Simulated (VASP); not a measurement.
Runs of VASP 6.6.1 on BeS. Symmetry: Fm-3m, No. 225, cubic system. Conventional cell: a = 4.635 Å, b = 4.635 Å, c = 4.635 Å, α = 90.00°, β = 90.00°, γ = 90.00°. Be (site symmetry m-3m) has 6 S at 2.32 Å within 3.1 Å. S (site symmetry m-3m) has 6 Be at 2.32 Å within 3.1 Å. 

```tsv
level	potentials or basis	k mesh	grid for exact exchange (PRECFOCK)	screening parameter	gap on the mesh (eV)	pressure (GPa)
HSE06	VASP PAW PBE potentials, release 64 (Be, S)	6 × 6 × 6	Normal	0.2079 1/Å	1.74	-2.0
PBE	VASP PAW PBE potentials, release 64 (Be, S)	8 × 8 × 8	-	-	1.00	-0.4
LDA	VASP PAW LDA potentials, release 64 (Be, S)	6 × 6 × 6	-	-	(a)	-5.3
r2SCAN	VASP PAW PBE potentials, release 64 (Be, S)	6 × 6 × 6	-	-	1.35	(b)
PBE	VASP PAW PBE potentials, release 64 (Be, S)	6 × 6 × 6	-	-	0.98	-0.2
```

Alike in all rows: task single point; no spin polarisation; cell as given; cutoff (eV) 520; smearing gaussian 0.01 eV.

Fill in the values left out.

(a) 0.96; (b) 0.1.

Caveats: the PAW data sets were made with another functional, which shifts forces and pressure a little (some runs).

A k mesh can miss the band edges.
